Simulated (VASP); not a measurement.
Runs of VASP 6.6.1 on GdO. It takes space group Pm-3m (No. 221, cubic). The conventional cell has a = 2.802 Å, b = 2.802 Å, c = 2.802 Å, α = 90.00°, β = 90.00°, γ = 90.00°. Within 3.2 Å of Gd (site symmetry m-3m) lie 8 O at 2.43 Å and 6 Gd at 2.80 Å. O (site symmetry m-3m) has 8 Gd at 2.43 Å and 6 O at 2.80 Å within 3.2 Å. 

```tsv
level	spin	smearing	gap on the mesh (eV)	pressure (GPa)	moment (μB)
PBE	collinear, ferromagnetic start	gaussian 0.023 eV	none	48.4	6.95
PBE	collinear, ferromagnetic start	gaussian 0.018 eV	none	48.4	6.96
r2SCAN	non-collinear, typed start, SOC	fermi-dirac 0.05 eV	-	(a)	7.44
PBE	collinear, ferromagnetic start	gaussian 0.015 eV	none	48.4	6.95
PBE	collinear, ferromagnetic start	gaussian 0.02 eV	none	48.9	6.96
PBE	collinear, ferromagnetic start	gaussian 0.016 eV	none	48.4	6.96
PBE	collinear, ferromagnetic start	gaussian 0.022 eV	none	48.4	6.95
PBE	collinear, ferromagnetic start	gaussian 0.024 eV	none	48.9	6.96
PBE	collinear, ferromagnetic start	gaussian 0.013 eV	none	48.4	6.96
PBE	collinear, ferromagnetic start	gaussian 0.017 eV	none	48.4	6.95
PBE	collinear, ferromagnetic start	gaussian 0.021 eV	none	48.9	6.96
PBE	collinear, ferromagnetic start	gaussian 0.014 eV	none	48.4	6.96
```

Alike in all rows: task single point; potentials or basis VASP PAW PBE potentials, release 64 (Gd, O); cell as given; k mesh 9 × 9 × 9; cutoff (eV) 520.

Problem. Fill in the values left out.

Solution. (a) 49.5.

Caveats: the cell stands under pressure; a cell with one magnetic atom can't hold antiferromagnetic order, which such compounds often take; semilocal functionals describe open f shells poorly, which spoils levels, moments and volumes; spin-orbit coupling is left out, which moves the levels of the heavy elements (at least some runs); the PAW data sets were made with another functional, which shifts forces and pressure a little (at least some runs).

A k mesh can miss the band edges, and rows without SOC leave out spin-orbit coupling on Gd.

A gap of «none» marks levels without a gap at the run's occupations.
